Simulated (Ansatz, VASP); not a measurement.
ZnO in VASP and in Ansatz

File INCAR:

```
PREC = Accurate
ENCUT = 520
EDIFF = 1E-8
ISMEAR = -1
SIGMA = 0.01
LREAL = F
LASPH = T
NELM = 80
ALGO = Normal
ISIF = 2
LWAVE = F
LCHARG = F
GGA = CA
LEFG = T
NBANDS = 26
```

KPOINTS

```
regular mesh
0
Gamma
  8 8 5
```

File POSCAR:

```
ZnO
1.0
    3.2275900217      0.0000000000      0.0000000000
   -1.6137950108      2.7951749517      0.0000000000
    0.0000000000      0.0000000000      5.1688741155
Zn O
2 2
Direct
    0.3333333333      0.6666666667      0.0000000000
    0.6666666667      0.3333333333      0.5000000000
    0.3333333333      0.6666666667      0.3821000000
    0.6666666667      0.3333333333      0.8821000000
```

Input for Ansatz:

```yaml
crystal:
  lattice:
    - [3.2275900217, 0.0, 0.0]
    - [-1.6137950108, 2.7951749517, 0.0]
    - [0.0, 0.0, 5.1688741155]
  atoms:
    - { symbol: Zn, position: [0.3333333333, 0.6666666667, 0.0] }
    - { symbol: Zn, position: [0.6666666667, 0.3333333333, 0.5] }
    - { symbol: O, position: [0.3333333333, 0.6666666667, 0.3821] }
    - { symbol: O, position: [0.6666666667, 0.3333333333, 0.8821] }
kpoints:
  mp_grid: { grid: [8, 8, 5] }
scf:
  occupations: { method: fermi_dirac, width: 0.01 }
hamiltonian:
  xc: lda
  pseudopotentials: { kind: all_electron, datasets: crystal }
output:
  forces: true
  stress: true
  eigenvalues: true
  efg: { contact_densities: true }
```

Change from the starting cell: volume scaled by 0.98, crystal datasets.

Alike in both runs: task electric field gradients; functional LDA; k mesh 8 × 8 × 5; occupations fermi-dirac, width 0.01 eV; no spin polarisation.

|  | VASP | Ansatz |
| --- | --- | --- |
| version | VASP 6.6.1 | Ansatz 0.2.0 |
| potentials or method | VASP PAW LDA potentials, release 64 (Zn, O), cutoff 520 eV | all-electron PAW with datasets made for the crystal, scalar-relativistic |

VASP gave:

```
gap on the k mesh at the Fermi level (eV)                     : 0.78
pressure (GPa)                                                : -3.2
traceless stress, the component that is largest in VASP (GPa) : 0.34
rms of the force components (eV/Å)                            : 0.024
size of Vzz on the site where it differs most (V/Å²)          : 8.0
```

Problem. Estimate Ansatz's values.

Solution. gap on the k mesh at the Fermi level (eV): 0.78; pressure (GPa): -4.3; traceless stress, the component that is largest in VASP (GPa): 0.37; rms of the force components (eV/Å): 0.024; size of Vzz on the site where it differs most (V/Å²): 7.4.

LDA's correlation is that of Perdew and Zunger in VASP and of Perdew and Wang (1992) in Ansatz. Atom by atom the forces differ by 0.000 eV/Å (rms over components). Ansatz ran all-electron here, and VASP with PAW potentials.
